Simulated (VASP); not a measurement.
Runs of VASP 6.6.1 on In2GaP3 (an interface model). The cell holds layers of an interface, 12 atoms: a = 3.846 Å, b = 5.438 Å, c = 12.625 Å, α = 90.00°, β = 90.00°, γ = 90.00°. 

```tsv
level	k mesh	smearing	gap on the mesh (eV)	pressure (GPa)	largest force (eV/Å)
PBEsol	4 × 3 × 1	fermi-dirac 0.05 eV	0.79	8.4	3.00
PBEsol	4 × 3 × 1	methfessel-paxton 0.05 eV	0.79	8.4	3.00
PBEsol	1 × 1 × 1	fermi-dirac 0.05 eV	-	17.3	3.59
PBEsol+D4	4 × 3 × 1	gaussian 0.05 eV	0.79	6.8	3.00
PBE	1 × 1 × 1	fermi-dirac 0.05 eV	-	(a)	3.70
```

Alike in all rows: task single point; potentials or basis VASP PAW PBE potentials, release 64 (Ga_d, In_d, P); no spin polarisation; cell as given; cutoff (eV) 520.

Question: Fill in the values left out.

Answer: (a) 20.4.

Caveats: all runs use coarse meshes; spin-orbit coupling is left out, which moves the levels of the heavy elements; the PAW data sets were made with another functional, which shifts forces and pressure a little (at least some runs).

A k mesh can miss the band edges, and the runs leave out spin-orbit coupling on Ga, In.
